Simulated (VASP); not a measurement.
# Al3W (Pm-3m) in VASP: notebook

Runs on Al3W. Level: PBE. Tasks: single point, relaxation of cell and atoms.

Program: VASP 6.6.1. These are calculated values, not measurements. Logs are shortened: lines on timing, memory, paths and dates and some standing lists are left out, and cuts for length are marked.

## Step 1: The cell of the first run

Symmetry: Pm-3m, No. 221, cubic system. The conventional cell has a = 3.942 Å, b = 3.942 Å, c = 3.942 Å, α = 90.00°, β = 90.00°, γ = 90.00°. Al (site symmetry 4/mmm) has 8 Al at 2.79 Å and 4 W at 2.79 Å within 3.7 Å. W (site symmetry m-3m) has 12 Al at 2.79 Å within 3.7 Å.

The cell was built from a structure type or drawn by symmetry, and may not be a known phase.

## Step 2: Single point, PBE

Input file INCAR:

```
SYSTEM = Al3W
PREC     = Accurate       ! precision mode
ENCUT    = 520            ! plane-wave cutoff, eV
EDIFF    = 1E-6           ! SCF threshold, eV
ISMEAR   = 0              ! smearing method
SIGMA    = 0.1            ! smearing width, eV
LREAL    = .FALSE.        ! projectors in reciprocal space
LASPH    = .TRUE.         ! aspherical terms in the spheres
NELM     = 60             ! most SCF steps
ALGO     = Normal         ! electronic algorithm
ISIF     = 2              ! what is computed and relaxed
LWAVE    = .FALSE.        ! write WAVECAR
LCHARG   = .TRUE.         ! write CHGCAR
GGA      = PE             ! functional
LELF     = .TRUE.         ! ELF
LVHAR    = .TRUE.       
NBANDS   = 20             ! bands
```

Input file KPOINTS:

```
Automatic mesh
0
G
  12 12 12
  0 0 0
```

Input file POSCAR:

```
Al3W
1.0
    3.9419084122      0.0000000000      0.0000000000
    0.0000000000      3.9419084122      0.0000000000
    0.0000000000      0.0000000000      3.9419084122
Al W
3 1
Direct
    0.5000000000      0.0000000000      0.0000000000
    0.0000000000      0.5000000000      0.0000000000
    0.0000000000      0.0000000000      0.5000000000
    0.5000000000      0.5000000000      0.5000000000
```

Potentials or basis: VASP PAW PBE potentials, release 64 (Al, W_sv).

Launch:

```bash
$ cat potpaw_PBE.64/Al/POTCAR potpaw_PBE.64/W_sv/POTCAR > POTCAR
$ mpirun -np 1 vasp_std > vasp.out
```

OUTCAR:

```text
SYSTEM = Al3W
   PREC = Accurate
   ENCUT = 520
   EDIFF = 1E-6
   ISMEAR = 0
   LREAL = .FALSE.
   LASPH = .TRUE.
   NELM = 60
   ISIF = 2
   GGA = PE

 ion  position               nearest neighbor table
   1  0.500  0.000  0.000-   2 2.79   3 2.79   4 2.79   3 2.79   4 2.79   2 2.79   4 2.79   4 2.79
                             2 2.79   3 2.79   3 2.79   2 2.79
   2  0.000  0.500  0.000-   1 2.79   3 2.79   4 2.79   3 2.79   4 2.79   1 2.79   3 2.79   3 2.79
                             1 2.79   4 2.79   4 2.79   1 2.79
   3  0.000  0.000  0.500-   1 2.79   2 2.79   4 2.79   1 2.79   2 2.79   2 2.79   4 2.79   2 2.79
                             1 2.79   4 2.79   1 2.79   4 2.79
   4  0.500  0.500  0.500-   1 2.79   2 2.79   3 2.79   1 2.79   2 2.79   1 2.79   3 2.79   1 2.79
                             2 2.79   3 2.79   2 2.79   3 2.79

  LATTYP: Found a simple cubic cell.
 ALAT       =     3.9419084122

  Lattice vectors:

 A1 = (   3.9419084122,   0.0000000000,   0.0000000000)
 A2 = (   0.0000000000,   3.9419084122,   0.0000000000)
 A3 = (   0.0000000000,   0.0000000000,   3.9419084122)

Analysis of symmetry for initial positions (statically):
=====================================================================
 Subroutine PRICEL returns:
 Original cell was already a primitive cell.

 Routine SETGRP: Setting up the symmetry group for a
 simple cubic supercell.

 Subroutine GETGRP returns: Found 48 space group operations
 (whereof 48 operations were pure point group operations)
 out of a pool of 48 trial point group operations.

The static configuration has the point symmetry O_h .

Analysis of symmetry for dynamics (positions and initial velocities):
=====================================================================
 Subroutine PRICEL returns:
 Original cell was already a primitive cell.

 Routine SETGRP: Setting up the symmetry group for a
 simple cubic supercell.

 Subroutine GETGRP returns: Found 48 space group operations
 (whereof 48 operations were pure point group operations)
 out of a pool of 48 trial point group operations.

The dynamic configuration has the point symmetry O_h .

 Subroutine INISYM returns: Found 48 space group operations
 (whereof 48 operations are pure point group operations),
 and found     1 'primitive' translations

----------------------------------------------------------------------------------------

                                     Primitive cell

  volume of cell :      61.2519

  direct lattice vectors                    reciprocal lattice vectors
     3.941908412  0.000000000  0.000000000     0.253684230  0.000000000  0.000000000
     0.000000000  3.941908412  0.000000000     0.000000000  0.253684230  0.000000000
     0.000000000  0.000000000  3.941908412     0.000000000  0.000000000  0.253684230

  length of vectors
     3.941908412  3.941908412  3.941908412     0.253684230  0.253684230  0.253684230

  position of ions in fractional coordinates (direct lattice)
     0.500000000  0.000000000  0.000000000
     0.000000000  0.500000000  0.000000000
     0.000000000  0.000000000  0.500000000
     0.500000000  0.500000000  0.500000000

  ion indices of the primitive-cell ions
   primitive index   ion index
                 1           1
                 2           2
                 3           3
                 4           4

----------------------------------------------------------------------------------------

 KPOINTS: Automatic mesh

Automatic generation of k-mesh.
 Grid dimensions read from file:
 generate k-points for:   12   12   12

 Generating k-lattice:

  Cartesian coordinates                     Fractional coordinates (reciprocal lattice)
     0.021140352  0.000000000  0.000000000     0.083333333  0.000000000  0.000000000
     0.000000000  0.021140352  0.000000000     0.000000000  0.083333333  0.000000000
     0.000000000  0.000000000  0.021140352     0.000000000  0.000000000  0.083333333

  Length of vectors
     0.021140352  0.021140352  0.021140352

  Shift w.r.t. Gamma in fractional coordinates (k-lattice)
     0.000000000  0.000000000  0.000000000

 Subroutine IBZKPT returns following result:
 ===========================================

 Found     84 irreducible k-points:

 Following reciprocal coordinates:
            Coordinates               Weight
  0.000000  0.000000  0.000000      1.000000
  0.083333  0.000000  0.000000      6.000000
  0.166667  0.000000  0.000000      6.000000
  0.250000  0.000000  0.000000      6.000000
  0.333333  0.000000  0.000000      6.000000
  0.416667  0.000000  0.000000      6.000000
[... 16 lines left out ...]
  0.333333  0.333333  0.000000     12.000000
  0.416667  0.333333  0.000000     24.000000
 [... further k-points ...]
   k-points           NKPTS =     84   k-points in BZ     NKDIM =     84   number of bands    NBANDS=     20
   number of dos      NEDOS =    301   number of ions     NIONS =      4
   total plane-waves  NPLWV =  27000
   dimension x,y,z NGX =    30 NGY =   30 NGZ =   30
   dimension x,y,z NGXF=    60 NGYF=   60 NGZF=   60
   ions per type =               3   1
   NGX,Y,Z   is equivalent  to a cutoff of  12.65, 12.65, 12.65 a.u.
   NGXF,Y,Z  is equivalent  to a cutoff of  25.30, 25.30, 25.30 a.u.
 SYSTEM =  Al3W
   PREC   = accura    normal or accurate (medium, high low for compatibility)
   ISTART =      0    job   : 0-new  1-cont  2-samecut
   ICHARG =      2    charge: 1-file 2-atom 10-const
   ISPIN  =      1    spin polarized calculation?
   LNONCOLLINEAR =      F non collinear calculations
   LSORBIT =      F    spin-orbit coupling
   LASPH  =      T    aspherical Exc in radial PAW
   ENCUT  =  520.0 eV  38.22 Ry    6.18 a.u.   7.33  7.33  7.33*2*pi/ulx,y,z
   NELM   =     60;   NELMIN=  2; NELMDL= -5     # of ELM steps
   EDIFF  = 0.1E-05   stopping-criterion for ELM
   LREAL  =      F    real-space projection
[... 7 lines left out ...]
   TEBEG  =    0.0;   TEEND  =   0.0 temperature during run
   PSTRESS=    0.0 pullay stress
   NELECT =      23.0000    total number of electrons
   NUPDOWN=      -1.0000    fix difference up-down
   EMIN   =  10.00;   EMAX   =-10.00  energy-range for DOS
   EFERMI =   0.00;   METHOD = LEGACY
   ISMEAR =     0;   SIGMA  =   0.10  broadening in eV -4-tet -1-fermi 0-gaus
   EFERMI_NEDOS =   21; number of points for ismear=-14 and -15
   IALGO  =     38    algorithm
   IMIX   =      4    mixing-type and parameters
     AMIX     =   0.40;   BMIX     =  1.00
     AMIX_MAG =   1.60;   BMIX_MAG =  1.00
  volume/ion in A,a.u.               =      15.31       103.34
  Fermi-wavevector in a.u.,A,eV,Ry     =   1.181075  2.231909 18.979295  1.394939
  Thomas-Fermi vector in A             =   2.317356
   LORBIT       =      0    0 simple, 1 ext, 2 COOP (PROOUT), +10 PAW based schemes
   GGA     = PE    functional components
   LHFCALC =     F    Hartree Fock is set to
   AEXX    =    0.0000 exact exchange contribution
   IVDW    =     0    specifies the selected vdW correction
   LEPSILON=     F    determine dielectric tensor
   LRPA    =     F    only Hartree local field effects (RPA)
 non-spin polarized calculation
 Gauss-broadening in eV      SIGMA  =   0.10
  energy-cutoff  :      520.00
  volume of cell :       61.25
 maximum number of plane-waves:      1675
 NGX is ok and might be reduce to    30
   NGX = 15   NGY = 15   NGZ = 15

 number of electron      23.0000002 magnetization

 Free energy of the ion-electron system (eV)
  ---------------------------------------------------
  ext. energy  EPLUGINS =         0.00000000
  ---------------------------------------------------
  free energy    TOTEN  =       -23.94648395 eV

  energy without entropy =      -23.92952974  energy(sigma->0) =      -23.93800684

 E-fermi :   9.6133     XC(G=0): -11.3263

 val. band max:        9.5968894965   @ k =   0.0000   0.0000   0.0000
 cond. band min:       9.6195411789   @ k =   0.5000   0.3333   0.3333
 fundamental gap:      0.0226516824
 Fermi energy:         9.6133480558

 k-point     1 :       0.0000    0.0000    0.0000
  band No.  band energies     occupation
      1     -64.3387      2.00000
      2     -28.5793      2.00000
      3     -28.5793      2.00000
      4     -28.5793      2.00000
      5      -1.7631      2.00000
      6       5.3612      2.00000
[... 12 lines left out ...]
     19      15.0256      0.00000
     20      18.5214      0.00000

 k-point     2 :       0.0833    0.0000    0.0000
  band No.  band energies     occupation
      1     -64.3388      2.00000
      2     -28.5808      2.00000
      3     -28.5792      2.00000
      4     -28.5792      2.00000
      5      -1.6889      2.00000
      6       5.1147      2.00000
[... 12 lines left out ...]
     19      15.7848      0.00000
     20      17.4766      0.00000

 k-point     3 :       0.1667    0.0000    0.0000
  band No.  band energies     occupation
      1     -64.3387      2.00000
      2     -28.5849      2.00000
      3     -28.5789      2.00000
      4     -28.5789      2.00000
      5      -1.4677      2.00000
      6       4.4188      2.00000
[... 12 lines left out ...]
     19      16.5181      0.00000
     20      16.8382      0.00000

 k-point     4 :       0.2500    0.0000    0.0000
  band No.  band energies     occupation
      1     -64.3386      2.00000
      2     -28.5906      2.00000
      3     -28.5786      2.00000
      4     -28.5786      2.00000
      5      -1.1039      2.00000
      6       3.4958      2.00000
[... 429 lines left out ...]
 k-point    23 :       0.3333    0.3333    0.0000
  band No.  band energies     occupation
      1     -64.3383      2.00000
      2     -28.5947      2.00000
      3     -28.5943      2.00000
      4     -28.5771      2.00000
      5       0.4546      2.00000
      6       3.1330      2.00000
[... 12 lines left out ...]
     19      16.2830      0.00000
     20      16.3109      0.00000

 k-point    24 :       0.4167    0.3333    0.0000
  band No.  band energies     occupation
      1     -64.3383      2.00000
      2     -28.5984      2.00000
      3     -28.5940      2.00000
      4     -28.5768      2.00000
      5       0.9925      2.00000
      6       2.5412      2.00000
[... 12 lines left out ...]
     19      16.5325      0.00000
     20      17.1357      0.00000

 [... further k-points ...]

------------------------ aborting loop because EDIFF is reached ----------------------------------------

  FORCE on cell =-STRESS in cart. coord.  units (eV):
  Direction    XX          YY          ZZ          XY          YZ          ZX
  --------------------------------------------------------------------------------------
  -------------------------------------------------------------------------------------
  Total        0.0084415      0.0084415      0.0084415     -0.0000000     -0.0000000      0.0000000
  in kB        0.2208054      0.2208054      0.2208054     -0.0000000     -0.0000000      0.0000000
  external PRESSURE =       0.2208054 kB  Pullay stress =       0.0000000 kB

 VOLUME and BASIS-vectors are now :
 -----------------------------------------------------------------------------
  energy-cutoff  :      520.00
  volume of cell :       61.25
      direct lattice vectors                 reciprocal lattice vectors
     3.941908412  0.000000000  0.000000000     0.253684230  0.000000000  0.000000000
     0.000000000  3.941908412  0.000000000     0.000000000  0.253684230  0.000000000
     0.000000000  0.000000000  3.941908412     0.000000000  0.000000000  0.253684230

 POSITION                                       TOTAL-FORCE (eV/Angst)
 -----------------------------------------------------------------------------------
      1.97095      0.00000      0.00000         0.000000      0.000000      0.000000
      0.00000      1.97095      0.00000         0.000000      0.000000      0.000000
      0.00000      0.00000      1.97095         0.000000      0.000000      0.000000
      1.97095      1.97095      1.97095         0.000000      0.000000      0.000000
 -----------------------------------------------------------------------------------
    total drift:                                0.000000      0.000000      0.000000

  FREE ENERGIE OF THE ION-ELECTRON SYSTEM (eV)
  ---------------------------------------------------
  free  energy   TOTEN  =       -23.9464839480 eV

  energy  without entropy=      -23.9295297397  energy(sigma->0) =      -23.93800684
```

It took 46 s on 1 thread of AMD EPYC 9R45 (Zen 5), shared host; peak memory 0.2 GiB.

Results:

```yaml
Free_energy: -23.9465 eV
Pressure: 0.0 GPa
Band_gap_on_the_k_mesh: zero (an odd number of electrons rules out a gap without spin polarisation)
```

Levels at points of the mesh, in eV from the Fermi level:
```tsv
k point	band 8	band 9	band 10	band 11	band 12	band 13	band 14	band 15
(0.00, 0.00, 0.00)	-2.24	-2.24	-2.24	-0.93	-0.93	-0.93	-0.02	5.13
(0.50, 0.00, 0.00)	-3.27	-3.27	-0.64	0.07	0.69	0.69	0.95	1.18
(0.50, 0.50, 0.00)	-6.13	-2.45	-2.45	-0.20	0.09	0.46	0.98	3.40
(0.50, 0.50, 0.50)	-5.10	-3.57	-3.57	-3.57	-1.48	0.55	0.55	3.38
```

Caveat: spin-orbit coupling is left out, which moves the levels of the heavy elements.

## Step 3: Relaxation of cell and atoms, PBE

Input file INCAR:

```
PREC = Accurate
ENCUT = 600
EDIFF = 1E-6
ISMEAR = 0
SIGMA = 0.1
LREAL = F
LASPH = T
NELM = 60
ALGO = Normal
ISIF = 3
LWAVE = F
LCHARG = F
GGA = PE
IBRION = 2
NSW = 100
EDIFFG = -0.01
```

Input file KPOINTS:

```
Automatic mesh
0
Gamma
  12 12 12
```

POSCAR is that of step 2.

Potentials or basis: VASP PAW PBE potentials, release 64 (Al, W_sv).

Launch:

```bash
$ cat potpaw_PBE.64/Al/POTCAR potpaw_PBE.64/W_sv/POTCAR > POTCAR
$ mpirun -np 1 vasp_std > vasp.out
```

It took 36 s on 1 thread of AMD EPYC 9R45 (Zen 5), shared host; peak memory 0.21 GiB.

Results (log left out):

```yaml
Free_energy: -23.9470 eV
Pressure_after_relaxing: 0.0 GPa
Band_gap_on_the_k_mesh: zero (an odd number of electrons rules out a gap without spin polarisation)
```

Final structure:
```
Al W
1.0
     3.94191    0.00000    0.00000
     0.00000    3.94191    0.00000
     0.00000    0.00000    3.94191
Al W
3 1
Cartesian
  1.9710 0.0000 0.0000
  0.0000 1.9710 0.0000
  0.0000 0.0000 1.9710
  1.9710 1.9710 1.9710
```

Levels at points of the mesh, in eV from the Fermi level:
| k point | band 7 | band 8 | band 9 | band 10 | band 11 | band 12 | band 13 | band 14 | band 15 |
| --- | --- | --- | --- | --- | --- | --- | --- | --- | --- |
| (0.00, 0.00, 0.00) | -4.25 | -2.24 | -2.24 | -2.24 | -0.93 | -0.93 | -0.93 | -0.02 | 5.13 |
| (0.50, 0.00, 0.00) | -3.50 | -3.27 | -3.27 | -0.64 | 0.07 | 0.69 | 0.69 | 0.95 | 1.18 |
| (0.50, 0.50, 0.00) | -6.21 | -6.13 | -2.45 | -2.45 | -0.20 | 0.09 | 0.46 | 0.98 | 3.40 |
| (0.50, 0.50, 0.50) | -5.91 | -5.10 | -3.57 | -3.57 | -3.57 | -1.48 | 0.55 | 0.55 | 3.38 |

Caveat: the relaxation stopped at its first step, so nothing moved; spin-orbit coupling is left out, which moves the levels of the heavy elements.
